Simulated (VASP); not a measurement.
The system is CaSe.

```xyz
2
Lattice="0.0000 3.2568 3.2568 3.2568 0.0000 3.2568 3.2568 3.2568 0.0000" Properties=species:S:1:pos:R:3 pbc="T T T"
Ca    0.0000    0.0000    0.0000
Se    1.6284    1.6284    1.6284
```

| Quantity | Value |
| --- | --- |
| Program | VASP 6.6.1 |
| Task | relaxation of cell and atoms |
| Functional | PBE |
| Potentials or basis | VASP PAW PBE potentials, release 64 (Ca_sv, Se) |
| Cutoff | 600 eV |
| k mesh | 6 × 6 × 6 |
| Occupations | fermi-dirac, width 0.02 eV |
| Spin | no spin polarisation |

At the start: pressure 1.3 GPa; volume 34.55 Å³/atom.

Question: How do energy, volume and symmetry change on relaxing?

Answer: Over 3 steps the energy falls by 5.3 meV/atom and the volume is 35.87 Å³/atom (+3.8 %); space group F-43m (No. 216, to 0.1 Å) before and after.

Step by step:
```
step  energy change (eV)  largest force (eV/Å)  pressure (GPa)  volume (Å³)
   1              0.0000                0.0000            1.33        69.09
   2             -0.0106                0.0000           -0.11        71.99
   3             -0.0107                0.0000            0.00        71.74
```

Final structure:
```
Ca Se
1.0
     0.00000    3.29802    3.29802
     3.29802    0.00000    3.29802
     3.29802    3.29802    0.00000
Ca Se
1 1
Direct
  0.00000 0.00000 0.00000
  0.25000 0.25000 0.25000
```
